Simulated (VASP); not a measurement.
P, 1 atom in the cell. The structure is cubic, space group Fm-3m (No. 225). Conventional cell: a = 3.876 Å, b = 3.876 Å, c = 3.876 Å, α = 90.00°, β = 90.00°, γ = 90.00°. Within 3.6 Å of P (site symmetry m-3m) lie 12 P at 2.74 Å. 

| Property | Result |
| --- | --- |
| Program | VASP 6.6.1 |
| Task | density of states |
| Functional | PBE |
| Potentials or basis | VASP PAW PBE potentials, release 64 (P) |
| Cutoff | 520 eV |
| k mesh | 18 × 18 × 18 |
| Occupations | fermi-dirac, width 0.1 eV |
| Spin | no spin polarisation |
| Dipole correction | no |
| k mesh for the DOS | 27 × 27 × 27 |
| Occupations for the DOS | tetrahedron |
| Further INCAR settings | ALGO = Normal; EDIFF = 1e-06 |

Potentials or basis: VASP PAW PBE potentials, release 64 (P).

The run is started by

```bash
$ cat potpaw_PBE.64/P/POTCAR > POTCAR
$ cp INCAR.step1 INCAR
$ cp KPOINTS.step1 KPOINTS
$ mpirun -np 1 vasp_std > vasp.out
$ cp INCAR.step2 INCAR
$ cp KPOINTS.step2 KPOINTS
$ mpirun -np 1 vasp_std > vasp.out
```

Hardware: 1 thread of Intel(R) Xeon(R) 6975P-C (Granite Rapids) (shared host).

Task: How long does it take, and how much memory?

Result: Run time: 15 s on 1 thread of Intel(R) Xeon(R) 6975P-C (Granite Rapids), with other jobs on the host, peak memory 0.15 GiB. Counts: k points 560.
